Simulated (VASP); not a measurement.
Here is a VASP 6.6.1 calculation.

INCAR

```
SYSTEM = NiO
ALGO     = Normal         ! electronic algorithm
EDIFF    = 1E-7           ! SCF threshold, eV
ENCUT    = 520            ! plane-wave cutoff, eV
GGA      = PE             ! functional
ISIF     = 2              ! what is computed and relaxed
ISMEAR   = 0              ! smearing method
LASPH    = .TRUE.         ! aspherical terms in the spheres
LCHARG   = .FALSE.        ! write CHGCAR
LREAL    = .FALSE.        ! projectors in reciprocal space
LWAVE    = .FALSE.        ! write WAVECAR
NBANDS   = 15             ! bands
NELM     = 100            ! most SCF steps
PREC     = Accurate       ! precision mode
SIGMA    = 0.05           ! smearing width, eV
```

File KPOINTS:

```
k-points
0
G
  14 14 14
  0 0 0
```

Contents of POSCAR:

```
NiO
1.0
    1.4606491166      0.8433061607      2.3852168937
   -1.4606491166      0.8433061607      2.3852168937
    0.0000000000     -1.6866123213      2.3852168937
Ni O
1 1
Direct
    1.0000000000      0.0000000000      0.0000000000
    0.5000000000      0.5000000000      0.5000000000
```

Potentials or basis: VASP PAW PBE potentials, release 64 (Ni, O).

Command:

```console
$ cat potpaw_PBE.64/Ni/POTCAR potpaw_PBE.64/O/POTCAR > POTCAR
$ mpirun -np 1 vasp_std > vasp.out
```

(1) Predict the pressure.

(2) What does it give for the band gap on the k mesh?

## Answers

(1) 4.5 GPa.

(2) zero (bands 8 and 9 overlap by 2.96 eV).

Caveat: the cell stands under pressure; the run has no spin polarisation, though such a crystal can be magnetic; semilocal functionals often make such compounds metallic where correlation or magnetic order opens a gap, which also shifts bond lengths.
